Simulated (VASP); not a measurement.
Here is a VASP 6.6.1 calculation.

File POSCAR:

```
RbBr
1.0
    0.0000000000      3.4608261073      3.4608261073
    3.4608261073      0.0000000000      3.4608261073
    3.4608261073      3.4608261073      0.0000000000
Rb Br
1 1
Direct
    0.0000000000      0.0000000000      0.0000000000
    0.5000000000      0.5000000000      0.5000000000
```

Contents of INCAR.step1:

```
PREC = Accurate ; ENCUT = 520
ISMEAR = 0 ; SIGMA = 0.01
LREAL = False ; LASPH = True
NELM = 100 ; NBANDS = 15
GGA = PE ; ALGO = Normal
EDIFF = 1E-4 ; LWAVE = True
LCHARG = False
```

Contents of INCAR.step2:

```
PREC = Accurate ; ENCUT = 520
EDIFF = 1E-6 ; ISMEAR = 0
SIGMA = 0.01 ; LREAL = False
LASPH = True ; NELM = 100
ALGO = Normal ; ISIF = 2
LWAVE = False ; LCHARG = False
METAGGA = R2SCAN ; LMIXTAU = True
NBANDS = 15 ; ISTART = 1
```

KPOINTS

```
regular mesh
0
Gamma
  6 6 6
```

Potentials or basis: VASP PAW PBE potentials, release 64 (Rb_sv, Br).

Launch:

```console
$ cat potpaw_PBE.64/Rb_sv/POTCAR potpaw_PBE.64/Br/POTCAR > POTCAR
$ cp INCAR.step1 INCAR
$ mpirun -np 1 vasp_std > vasp.out
$ cp INCAR.step2 INCAR
$ mpirun -np 1 vasp_std > vasp.out
```

Estimate the pressure.

0.0 GPa.

Predict the band gap on the k mesh.

4.89 eV.

Caveat: the PAW data sets were made with another functional, which shifts forces and pressure a little.
